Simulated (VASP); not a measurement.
Here is a VASP 6.6.1 calculation.

The input INCAR:

```
SYSTEM = In7O
ALGO = Normal ; EDIFF = 1E-7
EDIFFG = -0.001 ; ENCUT = 600
GGA = PE ; GGA_COMPAT = .False.
IBRION = 2 ; ISIF = 3
ISMEAR = 0 ; LASPH = .True.
LCHARG = .False. ; LREAL = .False.
LWAVE = .False. ; NELM = 120
NELMIN = 4 ; NSW = 80
PREC = Accurate ; SIGMA = 0.1
```

File KPOINTS:

```
k-points
0
Gamma
  12 12 2
  0 0 0
```

File POSCAR:

```
In7O
1.0
    3.3492070732      0.0000000000      0.0000000000
   -1.6746035366      2.9004984079      0.0000000000
    0.0000000000      0.0000000000     20.2990838866
In O
7 1
Direct
    0.3333333333      0.6666666667      0.0757314248
    0.6666666667      0.3333333333      0.9242685752
    0.6666666667      0.3333333333      0.6371511054
    0.0000000000      0.0000000000      0.5000000000
    0.3333333333      0.6666666667      0.3628488946
    0.6666666667      0.3333333333      0.2210373153
    0.3333333333      0.6666666667      0.7789626847
    0.0000000000      0.0000000000      0.0000000000
```

Potentials or basis: VASP PAW PBE potentials, release 64 (In_d, O).

Command:

```sh
$ cat potpaw_PBE.64/In_d/POTCAR potpaw_PBE.64/O/POTCAR > POTCAR
$ mpirun -np 1 vasp_std > vasp.out
```

Problem. Estimate the band gap on the k mesh.

Solution. Zero (an odd number of electrons rules out a gap without spin polarisation).

Final structure:
```yaml
crystal:
  lattice:
    - [3.34977, 0.00000, 0.00000]
    - [-1.67488, 2.90098, 0.00000]
    - [0.00000, 0.00000, 20.29029]
  atoms:
    - { symbol: In, position: [0.33333, 0.66667, 0.07585] }
    - { symbol: In, position: [0.66667, 0.33333, 0.92415] }
    - { symbol: In, position: [0.66667, 0.33333, 0.63716] }
    - { symbol: In, position: [0.00000, 0.00000, 0.50000] }
    - { symbol: In, position: [0.33333, 0.66667, 0.36284] }
    - { symbol: In, position: [0.66667, 0.33333, 0.22104] }
    - { symbol: In, position: [0.33333, 0.66667, 0.77896] }
    - { symbol: O, position: [0.00000, 0.00000, 0.00000] }
```

Caveat: spin-orbit coupling is left out, which moves the levels of the heavy elements.
